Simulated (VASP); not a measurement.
# Ta3N (C2/m) in VASP: further runs

Runs on Ta3N. Level: PBE. Tasks: single point.

Everything below comes from runs of VASP 6.6.1. Logs are shortened: lines on timing, memory, paths and dates and some standing lists are left out, and cuts for length are marked.

### Step 1. The cell of the first run

The structure is monoclinic, space group C2/m (No. 12). Conventional cell: a = 5.339 Å, b = 2.961 Å, c = 7.558 Å, α = 90.00°, β = 90.00°, γ = 90.00°. Within 3.9 Å of Ta (site symmetry 2/m) lie 12 Ta at 2.96 to 3.05 Å and 2 N at 3.78 Å. Ta (site symmetry m) has 3 N at 2.17 to 2.21 Å and 12 Ta at 2.96 to 3.17 Å within 3.2 Å. Within 3.1 Å of N (site symmetry 2/m) lie 6 Ta at 2.17 to 2.21 Å and 6 N at 2.96 to 3.05 Å.

### Step 2. Single point, PBE (strain -0.0200 x Voigt [1, -1, 0, 0, 0, 0])

INCAR

```
  PREC = Accurate
  ENCUT = 520
  EDIFF = 1E-7
  ISMEAR = 0
  SIGMA = 0.15
  LREAL = False
  LASPH = True
  NELM = 80
  ALGO = Normal
  ISIF = 2
  LWAVE = False
  LCHARG = True
  GGA = PE
  LELF = True
  LVHAR = True
  NBANDS = 27
```

KPOINTS

```
Automatic mesh
0
Gamma
  18 18 6
```

POSCAR

```
Ta3N
1.0
    2.9613393290      0.0000000000      0.0000000000
   -1.4806696645      2.6692724387      0.0000000000
    0.0000000000      0.0000000000      7.5575881873
Ta N
3 1
Direct
    0.0000000000      0.0000000000      0.5000000000
    0.3333333333      0.6666666667      0.1735950547
    0.6666666667      0.3333333333      0.8264049453
    0.0000000000      0.0000000000      0.0000000000
```

Potentials or basis: VASP PAW PBE potentials, release 64 (Ta_pv, N).

Launch:

```sh
cat potpaw_PBE.64/Ta_pv/POTCAR potpaw_PBE.64/N/POTCAR > POTCAR
mpirun -np 1 vasp_std > vasp.out
```

OUTCAR:

```text
PREC = Accurate
   ENCUT = 520
   EDIFF = 1E-7
   ISMEAR = 0
   LREAL = False
   LASPH = True
   NELM = 80
   ISIF = 2
   GGA = PE

 ion  position               nearest neighbor table
   1  0.000  0.000  0.500-   2 3.01   3 3.01   3 3.01   2 3.01   3 3.04   2 3.04
   2  0.333  0.667  0.174-   4 2.17   4 2.17   4 2.21   1 3.01   1 3.01   1 3.04   3 3.14   3 3.14
                             3 3.17
   3  0.667  0.333  0.826-   4 2.17   4 2.17   4 2.21   1 3.01   1 3.01   1 3.04   2 3.14   2 3.14
                             2 3.17
   4  0.000  0.000  0.000-   2 2.17   3 2.17   3 2.17   2 2.17   3 2.21   2 2.21

  LATTYP: Found a base centered orthorhombic cell.
 ALAT       =     2.9613393290
 B/A-ratio  =     1.8027467589
 C/A-ratio  =     2.5520844954

  Lattice vectors:

 A1 = (   1.4806696645,  -2.6692724387,   0.0000000000)
 A2 = (   1.4806696645,   2.6692724387,   0.0000000000)
 A3 = (   0.0000000000,   0.0000000000,   7.5575881873)

Analysis of symmetry for initial positions (statically):
=====================================================================
 Subroutine PRICEL returns:
 Original cell was already a primitive cell.

 Routine SETGRP: Setting up the symmetry group for a
 base centered orthorhombic supercell.

 Subroutine GETGRP returns: Found  4 space group operations
 (whereof  4 operations were pure point group operations)
 out of a pool of  8 trial point group operations.

The static configuration has the point symmetry C_2h.

Analysis of symmetry for dynamics (positions and initial velocities):
=====================================================================
 Subroutine PRICEL returns:
 Original cell was already a primitive cell.

 Routine SETGRP: Setting up the symmetry group for a
 base centered orthorhombic supercell.

 Subroutine GETGRP returns: Found  4 space group operations
 (whereof  4 operations were pure point group operations)
 out of a pool of  8 trial point group operations.

The dynamic configuration has the point symmetry C_2h.

 Subroutine INISYM returns: Found  4 space group operations
 (whereof  4 operations are pure point group operations),
 and found     1 'primitive' translations

----------------------------------------------------------------------------------------

                                     Primitive cell

  volume of cell :      59.7399

  direct lattice vectors                    reciprocal lattice vectors
     2.961339329  0.000000000  0.000000000     0.337685043  0.187316961  0.000000000
    -1.480669664  2.669272439  0.000000000     0.000000000  0.374633921  0.000000000
     0.000000000  0.000000000  7.557588187     0.000000000  0.000000000  0.132317345

  length of vectors
     2.961339329  3.052441319  7.557588187     0.386159076  0.374633921  0.132317345

  position of ions in fractional coordinates (direct lattice)
     0.000000000  0.000000000  0.500000000
     0.333333333  0.666666667  0.173595055
     0.666666667  0.333333333  0.826404945
     0.000000000  0.000000000  0.000000000

  ion indices of the primitive-cell ions
   primitive index   ion index
                 1           1
                 2           2
                 3           3
                 4           4

----------------------------------------------------------------------------------------

 KPOINTS: Automatic mesh

Automatic generation of k-mesh.
 Grid dimensions read from file:
 generate k-points for:   18   18    6

 Generating k-lattice:

  Cartesian coordinates                     Fractional coordinates (reciprocal lattice)
     0.018760280  0.010406498  0.000000000     0.055555556  0.000000000  0.000000000
     0.000000000  0.020812996  0.000000000     0.000000000  0.055555556  0.000000000
     0.000000000  0.000000000  0.022052891     0.000000000  0.000000000  0.166666667

  Length of vectors
     0.021453282  0.020812996  0.022052891

  Shift w.r.t. Gamma in fractional coordinates (k-lattice)
     0.000000000  0.000000000  0.000000000

 Subroutine IBZKPT returns following result:
 ===========================================

 Found    524 irreducible k-points:

 Following reciprocal coordinates:
            Coordinates               Weight
  0.000000  0.000000  0.000000      1.000000
  0.055556  0.000000  0.000000      4.000000
  0.111111  0.000000  0.000000      4.000000
  0.166667  0.000000  0.000000      4.000000
  0.222222 -0.000000  0.000000      4.000000
  0.277778  0.000000  0.000000      4.000000
[... 16 lines left out ...]
 -0.333333  0.055556  0.000000      4.000000
 -0.277778  0.055556  0.000000      4.000000
 [... further k-points ...]
   k-points           NKPTS =    524   k-points in BZ     NKDIM =    524   number of bands    NBANDS=     27
   number of dos      NEDOS =    301   number of ions     NIONS =      4
   total plane-waves  NPLWV =  32256
   dimension x,y,z NGX =    24 NGY =   24 NGZ =   56
   dimension x,y,z NGXF=    48 NGYF=   48 NGZF=  112
   ions per type =               3   1
   NGX,Y,Z   is equivalent  to a cutoff of  13.47, 13.07, 12.32 a.u.
   NGXF,Y,Z  is equivalent  to a cutoff of  26.95, 26.14, 24.64 a.u.
 SYSTEM =  unknown system
   PREC   = accura    normal or accurate (medium, high low for compatibility)
   ISTART =      0    job   : 0-new  1-cont  2-samecut
   ICHARG =      2    charge: 1-file 2-atom 10-const
   ISPIN  =      1    spin polarized calculation?
   LNONCOLLINEAR =      F non collinear calculations
   LSORBIT =      F    spin-orbit coupling
   LASPH  =      T    aspherical Exc in radial PAW
   ENCUT  =  520.0 eV  38.22 Ry    6.18 a.u.   5.51  5.68 14.05*2*pi/ulx,y,z
   NELM   =     80;   NELMIN=  2; NELMDL= -5     # of ELM steps
   EDIFF  = 0.1E-06   stopping-criterion for ELM
   LREAL  =      F    real-space projection
   EDIFFG = 0.1E-05   stopping-criterion for IOM
   NSW    =      0    number of steps for IOM
   IBRION =     -1    ionic relax: 0-MD 1-quasi-New 2-CG
   NFREE  =      0    steps in history (QN), initial steepest desc. (CG)
   ISIF   =      2    stress and relaxation
   ISYM   =      2    0-nonsym 1-usesym 2-fastsym
   POTIM  = 0.5000    time-step for ionic-motion
   TEBEG  =    0.0;   TEEND  =   0.0 temperature during run
   PSTRESS=    0.0 pullay stress
   NELECT =      38.0000    total number of electrons
   NUPDOWN=      -1.0000    fix difference up-down
   EMIN   =  10.00;   EMAX   =-10.00  energy-range for DOS
   EFERMI =   0.00;   METHOD = LEGACY
   ISMEAR =     0;   SIGMA  =   0.15  broadening in eV -4-tet -1-fermi 0-gaus
   EFERMI_NEDOS =   21; number of points for ismear=-14 and -15
   IALGO  =     38    algorithm
   IMIX   =      4    mixing-type and parameters
     AMIX     =   0.40;   BMIX     =  1.00
     AMIX_MAG =   1.60;   BMIX_MAG =  1.00
  volume/ion in A,a.u.               =      14.93       100.79
  Fermi-wavevector in a.u.,A,eV,Ry     =   1.407931  2.660603 26.970403  1.982269
  Thomas-Fermi vector in A             =   2.530140
   LORBIT       =      0    0 simple, 1 ext, 2 COOP (PROOUT), +10 PAW based schemes
   GGA     = PE    functional components
   LHFCALC =     F    Hartree Fock is set to
   AEXX    =    0.0000 exact exchange contribution
   IVDW    =     0    specifies the selected vdW correction
   LEPSILON=     F    determine dielectric tensor
   LRPA    =     F    only Hartree local field effects (RPA)
 non-spin polarized calculation
 Gauss-broadening in eV      SIGMA  =   0.15
  energy-cutoff  :      520.00
  volume of cell :       59.74
 maximum number of plane-waves:      1638
 NGX is ok and might be reduce to    24
   NGX = 11   NGY = 11   NGZ = 29

 number of electron      37.9999998 magnetization

 Free energy of the ion-electron system (eV)
  ---------------------------------------------------
  ext. energy  EPLUGINS =         0.00000000
  ---------------------------------------------------
  free energy    TOTEN  =       -45.60684582 eV

  energy without entropy =      -45.56855255  energy(sigma->0) =      -45.58769919

 E-fermi :   6.6495     XC(G=0): -12.7005

 val. band max:        6.6490760801   @ k =   0.0000   0.0556   0.0000
 cond. band min:       6.6514190992   @ k =   0.1111   0.2778   0.0000
 fundamental gap:      0.0023430191
 Fermi energy:         6.6495148101

 k-point     1 :       0.0000    0.0000    0.0000
  band No.  band energies     occupation
      1     -28.5216      2.00000
      2     -28.2241      2.00000
      3     -27.9271      2.00000
      4     -27.8981      2.00000
      5     -27.8533      2.00000
      6     -27.8251      2.00000
[... 19 lines left out ...]
     26       9.1580      0.00000
     27      10.0382      0.00000

 k-point     2 :       0.0556    0.0000    0.0000
  band No.  band energies     occupation
      1     -28.5163      2.00000
      2     -28.2208      2.00000
      3     -27.9368      2.00000
      4     -27.9091      2.00000
      5     -27.8721      2.00000
      6     -27.8454      2.00000
[... 19 lines left out ...]
     26       9.2431      0.00000
     27      10.2591      0.00000

 k-point     3 :       0.1111    0.0000    0.0000
  band No.  band energies     occupation
      1     -28.5016      2.00000
      2     -28.2132      2.00000
      3     -27.9768      2.00000
      4     -27.9515      2.00000
      5     -27.9166      2.00000
      6     -27.8866      2.00000
[... 19 lines left out ...]
     26       9.5529      0.00000
     27      10.5392      0.00000

 k-point     4 :       0.1667    0.0000    0.0000
  band No.  band energies     occupation
      1     -28.4815      2.00000
      2     -28.2136      2.00000
      3     -28.0613      2.00000
      4     -28.0275      2.00000
      5     -27.9675      2.00000
      6     -27.9143      2.00000
[... 19 lines left out ...]
     26       9.9398      0.00000
     27      10.8271      0.00000

 k-point     5 :       0.2222   -0.0000    0.0000
  band No.  band energies     occupation
      1     -28.4658      2.00000
      2     -28.2672      2.00000
      3     -28.1489      2.00000
      4     -28.0990      2.00000
      5     -28.0073      2.00000
      6     -27.9413      2.00000
[... 19 lines left out ...]
     26      10.2372      0.00000
     27      11.0646      0.00000

 k-point     6 :       0.2778    0.0000    0.0000
  band No.  band energies     occupation
      1     -28.4786      2.00000
      2     -28.3764      2.00000
      3     -28.2349      2.00000
      4     -28.1017      2.00000
      5     -28.0451      2.00000
      6     -27.9693      2.00000
[... 444 lines left out ...]
      1     -28.6659      2.00000
      2     -28.6045      2.00000
      3     -28.2717      2.00000
      4     -28.1280      2.00000
      5     -28.0713      2.00000
      6     -28.0375      2.00000
[... 19 lines left out ...]
     26      11.4957      0.00000
     27      11.7215      0.00000

 k-point    22 :      -0.3889    0.0556    0.0000
  band No.  band energies     occupation
      1     -28.5956      2.00000
      2     -28.5366      2.00000
      3     -28.2744      2.00000
      4     -28.1021      2.00000
      5     -28.0798      2.00000
      6     -28.0178      2.00000
[... 19 lines left out ...]
     26      11.0872      0.00000
     27      11.3360      0.00000

 k-point    23 :      -0.3333    0.0556    0.0000
  band No.  band energies     occupation
      1     -28.5137      2.00000
      2     -28.4429      2.00000
      3     -28.2646      2.00000
      4     -28.0935      2.00000
      5     -28.0666      2.00000
      6     -27.9925      2.00000
[... 19 lines left out ...]
     26      10.7315      0.00000
     27      11.1495      0.00000

 k-point    24 :      -0.2778    0.0556    0.0000
  band No.  band energies     occupation
      1     -28.4680      2.00000
      2     -28.3319      2.00000
      3     -28.2100      2.00000
      4     -28.1038      2.00000
      5     -28.0288      2.00000
      6     -27.9650      2.00000
[... 19 lines left out ...]
     26      10.3816      0.00000
     27      11.0933      0.00000

 [... further k-points ...]

------------------------ aborting loop because EDIFF is reached ----------------------------------------

  FORCE on cell =-STRESS in cart. coord.  units (eV):
  Direction    XX          YY          ZZ          XY          YZ          ZX
  --------------------------------------------------------------------------------------
  -------------------------------------------------------------------------------------
  Total        1.3253195     -0.9129012      0.2114697      0.0000000      0.1732897      0.0000000
  in kB       35.5440455    -24.4833050      5.6714543      0.0000000      4.6474972      0.0000000
  external PRESSURE =       5.5773983 kB  Pullay stress =       0.0000000 kB

 VOLUME and BASIS-vectors are now :
 -----------------------------------------------------------------------------
  energy-cutoff  :      520.00
  volume of cell :       59.74
      direct lattice vectors                 reciprocal lattice vectors
     2.961339329  0.000000000  0.000000000     0.337685043  0.187316961  0.000000000
    -1.480669664  2.669272439  0.000000000     0.000000000  0.374633921  0.000000000
     0.000000000  0.000000000  7.557588187     0.000000000  0.000000000  0.132317345

 POSITION                                       TOTAL-FORCE (eV/Angst)
 -----------------------------------------------------------------------------------
      0.00000      0.00000      3.77879        -0.000000      0.000000      0.000000
     -0.00000      1.77951      1.31196        -0.000000     -0.155924      0.094846
      1.48067      0.88976      6.24563        -0.000000      0.155924     -0.094846
      0.00000      0.00000      0.00000         0.000000      0.000000      0.000000
 -----------------------------------------------------------------------------------
    total drift:                                0.000000     -0.000000     -0.000000

  FREE ENERGIE OF THE ION-ELECTRON SYSTEM (eV)
  ---------------------------------------------------
  free  energy   TOTEN  =       -45.6068458250 eV

  energy  without entropy=      -45.5685525509  energy(sigma->0) =      -45.58769919
```

It took 7.8 min on 1 thread of AMD EPYC 9R45 (Zen 5), shared host; peak memory 0.69 GiB.

What came out:

```yaml
Free_energy: -45.6068 eV
Pressure: 0.6 GPa
Largest_force: 0.183 eV/Å
Band_gap_on_the_k_mesh: zero (bands 19 and 20 overlap by 0.80 eV)
```

Forces in eV/Å, atoms in the order of the input:
```
Ta   0.000  0.000  0.000
Ta   0.000 -0.156  0.095
Ta   0.000  0.156 -0.095
N    0.000  0.000  0.000
```

Caveat: the cell differs from its parent crystal (strain -0.0200 x Voigt [1, -1, 0, 0, 0, 0]); the stress differs along the axes, from -2 to 4 GPa; spin-orbit coupling is left out, which moves the levels of the heavy elements.

### Step 3. Single point, PBE (strain +0.0300 x Voigt [1, -1, 0, 0, 0, 0])

INCAR

```
PREC = Accurate
ENCUT = 520
EDIFF = 1E-6
ISMEAR = 0
SIGMA = 0.15
LREAL = F
LASPH = T
NELM = 80
ALGO = Normal
ISIF = 2
LWAVE = F
LCHARG = F
GGA = PE
NBANDS = 27
```

KPOINTS

```
regular mesh
0
Gamma
  18 18 6
```

Edit POSCAR of step 2 so:

```diff
@@ -2,4 +2,4 @@
 1.0
-    2.9613393290      0.0000000000      0.0000000000
-   -1.4806696645      2.6692724387      0.0000000000
+    3.1124280703      0.0000000000      0.0000000000
+   -1.5562140352      2.5384257505      0.0000000000
     0.0000000000      0.0000000000      7.5575881873
```

Potentials or basis: VASP PAW PBE potentials, release 64 (Ta_pv, N).

Launch:

```sh
cat potpaw_PBE.64/Ta_pv/POTCAR potpaw_PBE.64/N/POTCAR > POTCAR
mpirun -np 1 vasp_std > vasp.out
```

It took 8.6 min on 1 thread of Intel Xeon Platinum 8488C (Sapphire Rapids), shared host; peak memory 0.72 GiB.

It converged, with:

```
Free energy            : -45.5813 eV
Pressure               : 0.8 GPa
Largest force          : 0.287 eV/Å
Band gap on the k mesh : zero (bands 19 and 20 overlap by 0.95 eV)
```

Forces in eV/Å, atoms in the order of the input:
```
Ta   0.000  0.000  0.000
Ta   0.000  0.249  0.142
Ta   0.000 -0.249 -0.142
N    0.000  0.000  0.000
```

Stress tensor (GPa, compression positive):
```
-3.28  0.00  0.00
 0.00  5.15 -0.58
 0.00 -0.58  0.65
```

Levels at points of the mesh, in eV from the Fermi level:
| k point | band 15 | band 16 | band 17 | band 18 | band 19 | band 20 | band 21 | band 22 | band 23 | band 24 |
| --- | --- | --- | --- | --- | --- | --- | --- | --- | --- | --- |
| (0.00, 0.00, 0.00) | -3.57 | -1.41 | -0.95 | -0.40 | -0.12 | 0.12 | 0.86 | 0.89 | 1.50 | 2.07 |
| (0.50, 0.00, 0.00) | -3.75 | -3.11 | -1.24 | -0.59 | 0.07 | 0.76 | 1.02 | 3.43 | 4.07 | 4.28 |
| (0.00, 0.50, 0.00) | -3.68 | -3.04 | -0.90 | -0.30 | 0.28 | 0.35 | 1.23 | 3.53 | 3.80 | 4.39 |
| (0.00, 0.00, 0.50) | -3.79 | -1.27 | -1.16 | -0.78 | 0.10 | 0.34 | 0.98 | 1.10 | 1.23 | 1.64 |
| (0.50, 0.00, 0.50) | -3.69 | -2.89 | -1.38 | -1.28 | 0.12 | 0.76 | 1.54 | 2.61 | 3.98 | 4.60 |
| (0.00, 0.50, 0.50) | -3.54 | -2.85 | -1.15 | -1.10 | 0.32 | 0.97 | 1.18 | 2.12 | 4.56 | 4.67 |

Caveat: the cell differs from its parent crystal (strain +0.0300 x Voigt [1, -1, 0, 0, 0, 0]); the stress differs along the axes, from -3 to 5 GPa; spin-orbit coupling is left out, which moves the levels of the heavy elements.
